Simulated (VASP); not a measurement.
Crystal: Os.

```xyz
4
Lattice="2.5528 -1.6872 0.0000 2.5528 1.6872 0.0000 0.0000 0.0000 6.8825" Properties=species:S:1:pos:R:3 pbc="T T T"
Os    2.5528   -1.1810    0.8052
Os    2.5528   -0.5062    4.2465
Os    2.5528    1.1810    6.0772
Os    2.5528    0.5062    2.6360
```

```yaml
Program: VASP 6.6.1
Task: relaxation of cell and atoms
Functional: PBE
Potentials_or_basis: VASP PAW PBE potentials, release 64 (Os)
Cutoff: 600 eV
k_mesh: 6 × 6 × 4
Occupations: gaussian, width 0.1 eV
Spin: no spin polarisation
```

At the start: pressure 81.2 GPa; volume 14.82 Å³/atom.

Question: Where does the relaxation end?

Answer: Over 39 steps the energy falls by 3032.7 meV/atom and the volume is 14.35 Å³/atom (-3.2 %); space group Cmce (No. 64, to 0.1 Å) before, Fm-3m (No. 225, to 0.1 Å).

Step by step:
```tsv
step	energy change (eV)	largest force (eV/Å)	pressure (GPa)	volume (Å³)
1	0.0000	16.0817	81.23	59.29
2	-1.0603	1.3024	-13.23	135.28
3	-2.9153	1.6984	-16.94	131.17
4	-3.0685	1.7962	-17.75	126.98
5	-4.9628	0.0417	-20.49	90.87
6	-6.3121	2.0481	-9.63	74.47
7	-6.2040	3.1581	10.92	66.72
8	-6.3772	2.5274	-4.09	71.88
9	-10.0363	0.5180	-32.64	70.40
10	-10.1536	0.5603	-33.01	70.35
11	-9.9183	4.2328	40.81	55.97
12	-11.0797	1.9529	-9.14	63.14
13	-11.0827	2.0476	-7.26	62.75
14	-11.6243	1.6048	-0.21	60.04
15	-11.7700	1.1185	9.49	57.83
16	-11.8146	0.4671	-8.52	59.91
17	-11.8494	0.3639	-1.55	59.01
18	-11.8735	0.3873	-0.57	58.72
19	-11.8944	0.4655	1.86	58.10
20	-11.9124	0.4778	0.68	58.17
21	-11.9521	0.4535	-2.55	58.36
22	-11.9850	0.3457	-7.56	58.75
23	-11.9943	0.3319	-7.24	58.67
24	-12.0209	0.2835	-6.21	58.44
25	-12.0607	0.1291	-3.70	57.97
26	-12.0162	0.5709	3.67	57.05
27	-12.0684	0.0562	-2.28	57.76
28	-12.0690	0.0719	-1.72	57.68
29	-12.0814	0.0591	-1.36	57.61
30	-12.1095	0.0546	-0.16	57.42
31	-12.1246	0.1303	2.64	57.01
32	-12.1262	0.1095	1.93	57.11
33	-12.1286	0.1020	0.30	57.34
34	-12.1288	0.0987	-0.44	57.45
35	-12.1288	0.0993	-0.36	57.44
36	-12.1293	0.0898	-0.25	57.42
37	-12.1302	0.0624	0.06	57.37
38	-12.1303	0.0505	0.22	57.35
39	-12.1307	0.0329	-0.06	57.39
```

Final structure:
```
Os
1.0
     1.93789   -1.93301    0.00000
     1.93789    1.93301    0.00000
     0.00000    0.00000    7.66080
Os
4
Direct
  0.75092 0.24908 0.12512
  0.74908 0.25092 0.62512
  0.24908 0.75092 0.87488
  0.25092 0.74908 0.37488
```

Caveat: the k points lie up to 0.38 Å⁻¹ apart in the final cell; the highest band is partly filled, so the run has too few bands.
